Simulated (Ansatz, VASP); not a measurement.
One calculation of KTaO3, two programs

POSCAR

```
KTaO3
1.0
    3.9883000000      0.0000000000      0.0000000000
    0.0000000000      3.9883000000      0.0000000000
    0.0000000000      0.0000000000      3.9883000000
Ta K O
1 1 3
Direct
    0.0000000000      0.0000000000      0.0000000000
    0.5000000000      0.5000000000      0.5000000000
    0.0000000000      0.0000000000      0.5000000000
    0.0000000000      0.5000000000      0.0000000000
    0.5000000000      0.0000000000      0.0000000000
```

INCAR.step1

```
ALGO = Normal
EDIFF = 1E-4
ENCUT = 600
GGA = PE
ISMEAR = -1
LASPH = T
LCHARG = F
LREAL = F
LWAVE = T
NELM = 60
PREC = Accurate
SIGMA = 0.05
```

File INCAR.step2:

```
ALGO = Normal
EDIFF = 1E-6
EDIFFG = -0.01
ENCUT = 600
IBRION = 2
ISIF = 3
ISMEAR = -1
ISTART = 1
LASPH = T
LCHARG = F
LMIXTAU = T
LREAL = F
LWAVE = F
METAGGA = R2SCAN
NELM = 60
NSW = 60
PREC = Accurate
SIGMA = 0.05
```

KPOINTS

```
k-points
0
Gamma
  7 7 7
```

input.yaml

```yaml
crystal:
  lattice:
    - [3.9883, 0.0, 0.0]
    - [0.0, 3.9883, 0.0]
    - [0.0, 0.0, 3.9883]
  atoms:
    - { symbol: Ta, position: [0.0, 0.0, 0.0] }
    - { symbol: K, position: [0.5, 0.5, 0.5] }
    - { symbol: O, position: [0.0, 0.0, 0.5] }
    - { symbol: O, position: [0.0, 0.5, 0.0] }
    - { symbol: O, position: [0.5, 0.0, 0.0] }
hamiltonian:
  xc: r2scan
  pseudopotentials: { kind: paw }
kpoints:
  mp_grid: { grid: [7, 7, 7] }
scf:
  occupations: { method: fermi_dirac, width: 0.05 }
output:
  forces: true
  stress: true
  eigenvalues: true
relax:
  f_tol: 0.01
  max_steps: 40
  cell: { stress_tol: 0.05 }
```

Alike in both runs: task relaxation of cell and atoms; functional r2SCAN; k mesh 7 × 7 × 7; occupations fermi-dirac, width 0.05 eV; no spin polarisation.

```csv
,VASP,Ansatz
version,VASP 6.6.1,Ansatz 0.2.0
potentials or method,"VASP PAW PBE potentials, release 64 (Ta_pv, K_sv, O)",Ansatz PAW
plane-wave cutoff (eV),600,500
valence electrons in the cell,38,40
```

|  | VASP | Ansatz | Ansatz less VASP |
| --- | --- | --- | --- |
| gap on the k mesh at the Fermi level, each at its own relaxed structure (eV) | 2.65 | 2.69 | +0.038 |
| relaxed volume (Å³/atom) | 12.75 | 12.71 | -0.044 |
| relaxed length of the cell vector where the two differ most in proportion (Å) | 3.995 | 3.990 | -0.0046 |

VASP's potentials were made for PBE, not for r2SCAN. VASP's potentials hold 38 valence electrons a cell and Ansatz's 40, so a difference there can come from the potentials and not from the codes.

Spin-orbit coupling is off throughout. Noted on Ansatz's run: odd divisions of the mesh miss points on the zone boundary, where band edges often lie, so the gap on the mesh can be too wide; the plane-wave basis is chosen anew once the cell has moved, so the energies of steps on either side of that aren't comparable.
